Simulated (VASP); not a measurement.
# Gd: single point with PBE

Crystal: Gd.

```
Gd
1.0
     0.00000    2.27976    2.27976
     2.27976    0.00000    2.27976
     2.27976    2.27976    0.00000
Gd
1
Direct
  0.00000 0.00000 0.00000
```

This isn't the form of Gd at room conditions, which is hcp.

| Property | Result |
| --- | --- |
| Program | VASP 6.6.1 |
| Task | single point |
| Functional | PBE |
| Potentials or basis | VASP PAW PBE potentials, release 64 (Gd) |
| Cutoff | 520 eV |
| k mesh | 15 × 15 × 15 |
| Occupations | fermi-dirac, width 0.08 eV |
| Spin | collinear spin, ferromagnetic start |
| Starting moments | [7.0] μB |

```
Pressure                                              : 18.2 GPa
Net moment                                            : 7.23 μB per cell
Site moments                                          : Gd +6.86 μB
Valence electrons inside the program's atomic spheres : Gd 15.42
```

Levels at points of the mesh, in eV from the Fermi level:
Spin up:
```csv
k point,band 9,band 10,band 11,band 12,band 13,band 14,band 15,band 16,band 17,band 18
"(0.00, 0.00, 0.00)",-4.27,-4.02,-4.02,-4.02,1.64,1.64,1.64,4.94,4.94,10.54
```
Spin down:
| k point | band 1 | band 2 | band 3 | band 4 | band 5 | band 6 | band 7 | band 8 | band 9 | band 10 |
| --- | --- | --- | --- | --- | --- | --- | --- | --- | --- | --- |
| (0.00, 0.00, 0.00) | -41.70 | -18.93 | -18.93 | -18.93 | -4.39 | 0.51 | 0.94 | 0.94 | 0.94 | 1.46 |

Run time: 4.9 min on 1 thread of Intel Xeon 8259CL (shared host), peak memory 0.23 GiB.

Caveat: the cell stands under pressure; spin-orbit coupling is left out, which moves the levels of the heavy elements; semilocal functionals describe open f shells poorly, which spoils levels, moments and volumes. The state reached can hang on the start; a lower one may exist.
